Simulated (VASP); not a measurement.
# GaSb (Immm) in VASP: vibrations by perturbation theory with LDA

Aim: the vibrations by perturbation theory of GaSb with LDA.

Everything below comes from runs of VASP 6.6.1. Logs are shortened: lines on timing, memory, paths and dates and some standing lists are left out, and cuts for length are marked.

## Step 1: The cell of the first run

It takes space group Immm (No. 71, orthorhombic). Conventional cell: a = 3.112 Å, b = 5.350 Å, c = 5.787 Å, α = 90.00°, β = 90.00°, γ = 90.00°. Within 3.8 Å of Ga (site symmetry mmm) lie 6 Sb at 2.89 to 3.09 Å and 2 Ga at 3.11 Å. Sb (site symmetry mmm) has 6 Ga at 2.89 to 3.09 Å and 2 Sb at 3.11 Å within 3.8 Å.

## Step 2: Vibrations by perturbation theory, LDA

The input, INCAR:

```
PREC     = Accurate       # precision mode
ENCUT    = 520            # plane-wave cutoff, eV
EDIFF    = 1E-8           # SCF threshold, eV
ISMEAR   = -1             # smearing method
SIGMA    = 0.1            # smearing width, eV
LREAL    = F              # projectors in reciprocal space
LASPH    = T              # aspherical terms in the spheres
NELM     = 80             # most SCF steps
ALGO     = Normal         # electronic algorithm
ISIF     = 2              # what is computed and relaxed
LWAVE    = F              # write WAVECAR
LCHARG   = F              # write CHGCAR
IBRION   = 8              # ionic algorithm
NSW      = 1              # ionic steps
```

The input, KPOINTS:

```
regular mesh
0
Gamma
  3 3 3
```

The input, POSCAR:

```
GaSb
1.0
   -1.5559010000      2.6750030000      2.8933130000
    1.5559010000     -2.6750030000      2.8933130000
    1.5559010000      2.6750030000     -2.8933130000
Ga Sb
1 1
Direct
    0.0000000000      0.0000000000      0.0000000000
    0.5000000000      0.5000000000      0.0000000000
```

Potentials or basis: VASP PAW LDA potentials, release 64 (Ga_d, Sb).

Command:

```console
cat potpaw_LDA.64/Ga_d/POTCAR potpaw_LDA.64/Sb/POTCAR > POTCAR
mpirun -np 1 vasp_std > vasp.out
```

OUTCAR:

```text
PREC = Accurate
   ENCUT = 520
   EDIFF = 1E-8
   ISMEAR = -1
   LREAL = F
   LASPH = T
   NELM = 80
   ISIF = 2
   IBRION = 8
   NSW = 1

 ion  position               nearest neighbor table
   1  0.000  0.000  0.000-   2 2.89   2 2.89   2 3.09   2 3.09   2 3.09   2 3.09
   2  0.500  0.500  0.000-   1 2.89   1 2.89   1 3.09   1 3.09   1 3.09   1 3.09

  LATTYP: Found a body centered orthorhombic cell.
 ALAT       =     3.1118020000
 B/A-ratio  =     1.7192629865
 C/A-ratio  =     1.8595739703

  Lattice vectors:

 A1 = (  -1.5559010000,   2.6750030000,   2.8933130000)
 A2 = (   1.5559010000,  -2.6750030000,   2.8933130000)
 A3 = (   1.5559010000,   2.6750030000,  -2.8933130000)

Analysis of symmetry for initial positions (statically):
=====================================================================
 Subroutine PRICEL returns:
 Original cell was already a primitive cell.

 Routine SETGRP: Setting up the symmetry group for a
 body centered orthorhombic supercell.

 Subroutine GETGRP returns: Found  8 space group operations
 (whereof  8 operations were pure point group operations)
 out of a pool of  8 trial point group operations.

The static configuration has the point symmetry D_2h.

Analysis of symmetry for dynamics (positions and initial velocities):
=====================================================================
 Subroutine PRICEL returns:
 Original cell was already a primitive cell.

 Routine SETGRP: Setting up the symmetry group for a
 body centered orthorhombic supercell.

 Subroutine GETGRP returns: Found  8 space group operations
 (whereof  8 operations were pure point group operations)
 out of a pool of  8 trial point group operations.

The dynamic configuration has the point symmetry D_2h.

 Subroutine INISYM returns: Found  8 space group operations
 (whereof  8 operations are pure point group operations),
 and found     1 'primitive' translations

----------------------------------------------------------------------------------------

[... 275 lines left out ...]
     1.555901000 -2.675003000  2.893313000     0.321357207  0.000000000  0.172812274
     1.555901000  2.675003000 -2.893313000     0.321357207  0.186915678  0.000000000

 POSITION                                       TOTAL-FORCE (eV/Angst)
 -----------------------------------------------------------------------------------
      0.00000      0.00000      0.00000         0.000000     -0.000000      0.000000
      0.00000      0.00000      2.89331        -0.000000      0.000000     -0.000000
 -----------------------------------------------------------------------------------
    total drift:                               -0.000000      0.000000      0.000000

  FREE ENERGIE OF THE ION-ELECTRON SYSTEM (eV)
  ---------------------------------------------------
  free  energy   TOTEN  =        -8.3888872452 eV

  energy  without entropy=       -8.3671167570  energy(sigma->0) =       -8.37800200

[... ionic steps 2 to 3 ...]

--------------------------------------- Ionic step        4  -------------------------------------------

------------------------ aborting loop because EDIFF is reached ----------------------------------------

--------------------------------------- Ionic step        5  -------------------------------------------
[... 13 lines left out ...]
------------------------ aborting loop because EDIFF is reached ----------------------------------------

--------------------------------------- Ionic step        9  -------------------------------------------

 Free energy of the ion-electron system (eV)
  ---------------------------------------------------
  ---------------------------------------------------
  free energy    TOTEN  =        -0.02854386 eV

  energy without entropy =       -0.02854386

------------------------ aborting loop because EDIFF is reached ----------------------------------------

 INTERNAL STRAIN TENSOR  FOR ION    2  DIRECTION 3   (eV/Angst):
 -----------------------------------------------------------------------------
     0.05834  0.00000  0.00000
     0.00000  0.03708  0.00000
     0.00000  0.00000 -0.06153

 INTERNAL STRAIN TENSOR FOR ION    2 for displacements in x,y,z  (eV/Angst):
          X           Y           Z          XY          YZ          ZX
  --------------------------------------------------------------------------------
  x     0.00000     0.00000     0.00000     0.00000     0.00000     0.00000
  y     0.00000     0.00000     0.00000     0.00000     0.00000     0.00000
  z     0.00000     0.00000     0.00000     0.00000     0.00000     0.00000

 SECOND DERIVATIVES (NOT SYMMETRIZED)
 ------------------------------------
               1X          1Y          1Z          2X          2Y          2Z
  1X     0.095942    0.000000    0.000000   -0.095942    0.000000    0.000000
  1Y     0.000000    1.010865    0.000000    0.000000   -1.010865    0.000000
  1Z     0.000000    0.000000   -2.237975    0.000000    0.000000    2.237975
  2X    -0.105810    0.000000    0.000000    0.105810    0.000000    0.000000
  2Y     0.000000   -0.981180    0.000000    0.000000    0.981180    0.000000
  2Z     0.000000    0.000000    2.270885    0.000000    0.000000   -2.270885

 Eigenvectors and eigenvalues of the dynamical matrix
 ----------------------------------------------------

   1 f  =    3.521859 THz    22.128491 2PiTHz  117.476561 cm-1    14.565231 meV
             X         Y         Z           dx          dy          dz
      0.000000  0.000000  0.000000     0.000000    0.000000    0.795280
      0.000000  0.000000  2.893313     0.000000    0.000000   -0.606243
[... 21 lines left out ...]
   6 f/i=    2.348038 THz    14.753159 2PiTHz   78.322124 cm-1     9.710701 meV
             X         Y         Z           dx          dy          dz
      0.000000  0.000000  0.000000     0.000000    0.801697    0.000000
      0.000000  0.000000  2.893313     0.000000   -0.597731    0.000000

--------------------------------------------------------------------------------------------------------

 ELASTIC MODULI CONTR FROM IONIC RELAXATION (kBar)
 Direction    XX          YY          ZZ          XY          YZ          ZX
 --------------------------------------------------------------------------------
 XX           0.0000      0.0000      0.0000      0.0000      0.0000      0.0000
 YY           0.0000      0.0000      0.0000      0.0000      0.0000      0.0000
 ZZ           0.0000      0.0000      0.0000      0.0000      0.0000      0.0000
 XY           0.0000      0.0000      0.0000      0.0000      0.0000      0.0000
 YZ           0.0000      0.0000      0.0000      0.0000      0.0000      0.0000
 ZX           0.0000      0.0000      0.0000      0.0000      0.0000      0.0000
 --------------------------------------------------------------------------------
```

OSZICAR:

```text
N       E                     dE             d eps       ncg     rms          rms(c)
DAV:   1     0.689750552158E+02    0.68975E+02   -0.86628E+03   208   0.174E+03
DAV:   2    -0.389932393169E+01   -0.72874E+02   -0.71172E+02   228   0.283E+02
DAV:   3    -0.837874453333E+01   -0.44794E+01   -0.44572E+01   258   0.662E+01
[... 102 lines left out ...]
RMM:   6    -0.285439300033E-01   -0.44285E-05   -0.36639E-07   400   0.397E-03    0.953E-04
RMM:   7    -0.285440001538E-01   -0.70151E-07   -0.19363E-08   391   0.880E-04    0.254E-04
RMM:   8    -0.285440665876E-01   -0.66434E-07   -0.26021E-09   367   0.363E-04    0.312E-05
RMM:   9    -0.285439190172E-01    0.14757E-06   -0.93285E-11   383   0.108E-04    0.752E-06
RMM:  10    -0.285438666114E-01    0.52406E-07   -0.18316E-11   395   0.345E-05    0.131E-06
RMM:  11    -0.285438641094E-01    0.25020E-08    0.20836E-11   392   0.116E-05    0.834E-07
 Linear response finished
```

Wall time 54 s (1 thread of Intel Xeon Platinum 8559C (Emerald Rapids), shared host); peak memory 0.18 GiB.

Results:

- Highest phonon frequency at Γ, LO-TO splitting left out: 117 cm⁻¹
- Most unstable mode: 78i cm⁻¹

Phonon frequencies in cm⁻¹ (negative: imaginary):
```tsv
q point	frequencies
(0.000, 0.000, 0.000)	-78 -25 0 1 1 117
```

Caveat: the k points lie up to 0.78 Å⁻¹ apart; the cell wasn't relaxed at this level first, which shifts response properties; some modes are imaginary; spin-orbit coupling is left out, which moves the levels of the heavy elements.
